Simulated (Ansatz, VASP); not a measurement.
## Ta2N in VASP and in Ansatz

Contents of INCAR:

```
ALGO = Normal
EDIFF = 1E-6
ENCUT = 520
GGA = PS
ISIF = 2
ISMEAR = 0
LASPH = T
LCHARG = F
LREAL = F
LWAVE = F
NBANDS = 36
NELM = 80
PREC = Accurate
SIGMA = 0.15
```

File KPOINTS:

```
k-points
0
Gamma
  17 17 5
```

File POSCAR:

```
Ta2N
1.0
   -3.0786153856      0.0000000000      0.0000000000
   -1.5393076928     -2.6661591324      0.0000000000
    0.0000000000      0.0000000000      9.3465143614
Ta N
4 2
Direct
    0.6666666667      0.6666666667      0.1270798197
    0.6666666667      0.6666666667      0.6431285833
    0.3333333333      0.3333333333      0.9050177076
    0.3333333333      0.3333333333      0.3889689440
    0.0000000000      0.0000000000      0.2580243818
    0.0000000000      0.0000000000      0.7740731455
```

Input for Ansatz:

```yaml
crystal:
  lattice:
    - [-3.0786153856, 0.0, 0.0]
    - [-1.5393076928, -2.6661591324, 0.0]
    - [0.0, 0.0, 9.3465143614]
  atoms:
    - { symbol: Ta, position: [0.6666666667, 0.6666666667, 0.1270798197] }
    - { symbol: Ta, position: [0.6666666667, 0.6666666667, 0.6431285833] }
    - { symbol: Ta, position: [0.3333333333, 0.3333333333, 0.9050177076] }
    - { symbol: Ta, position: [0.3333333333, 0.3333333333, 0.388968944] }
    - { symbol: "N", position: [0.0, 0.0, 0.2580243818] }
    - { symbol: "N", position: [0.0, 0.0, 0.7740731455] }
basis:
  ecutwfc: 420
kpoints:
  mp_grid: { grid: [17, 17, 5] }
hamiltonian:
  xc: pbesol
scf:
  occupations: { method: gaussian, width: 0.15 }
output:
  forces: true
  stress: true
  eigenvalues: true
```

Alike in both runs: task single point; functional PBEsol; k mesh 17 × 17 × 5; occupations gaussian, width 0.15 eV; no spin polarisation.

|  | VASP | Ansatz |
| --- | --- | --- |
| version | VASP 6.6.1 | Ansatz 0.2.0 |
| potentials or method | VASP PAW PBE potentials, release 64 (Ta_pv, N), cutoff 520 eV | scalar-relativistic, plane waves, PAW |
| valence electrons in the cell | 54 | 62 |

```tsv
	VASP	Ansatz	Ansatz less VASP
gap on the k mesh at the Fermi level (eV)	none	none	-
pressure (GPa)	11.0	10.3	-0.66
traceless stress, the component that is largest in VASP (GPa)	9.46	9.52	+0.057
rms of the force components (eV/Å)	1.048	1.066	+0.0175
```

VASP's potentials were made for PBE, not for PBEsol. Atom by atom the forces differ by 0.027 eV/Å (rms over components). A gap of «none» marks a metal or a gap that the smearing closes. VASP's potentials hold 54 valence electrons a cell and Ansatz's 62, so a difference there can come from the potentials and not from the codes.

Spin-orbit coupling is off throughout.
